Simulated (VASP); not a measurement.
The system is Y.

```
Y
1.0
     3.31000    0.00000    0.00000
     0.00000    3.31000    0.00000
     0.00000    0.00000    3.31000
Y
1
Direct
  0.00000 0.00000 0.00000
```

This isn't the form of Y at room conditions, which is hcp.

* Program: VASP 6.6.1
* Task: relaxation of cell and atoms
* Functional: PBE
* Potentials or basis: VASP PAW PBE potentials, release 64 (Y_sv)
* Cutoff: 600 eV
* k mesh: 7 × 7 × 7
* Occupations: fermi-dirac, width 0.1 eV
* Spin: no spin polarisation

At the start: pressure -0.8 GPa; volume 36.26 Å³/atom.

How do energy, volume and symmetry change on relaxing?

Over 3 steps the energy falls by 3.1 meV/atom and the volume is 35.11 Å³/atom (-3.2 %); space group Pm-3m (No. 221, to 0.1 Å) before and after.

The path:
```tsv
step	energy change (eV)	largest force (eV/Å)	pressure (GPa)	volume (Å³)
1	0.0000	0.0000	-0.80	36.26
2	-0.0030	0.0000	-0.18	35.32
3	-0.0031	0.0000	-0.02	35.11
```

Final structure:
```
CELL_PARAMETERS angstrom
3.27440 0.00000 0.00000
0.00000 3.27440 0.00000
0.00000 0.00000 3.27440
ATOMIC_POSITIONS crystal
Y 0.00000 0.00000 0.00000
```
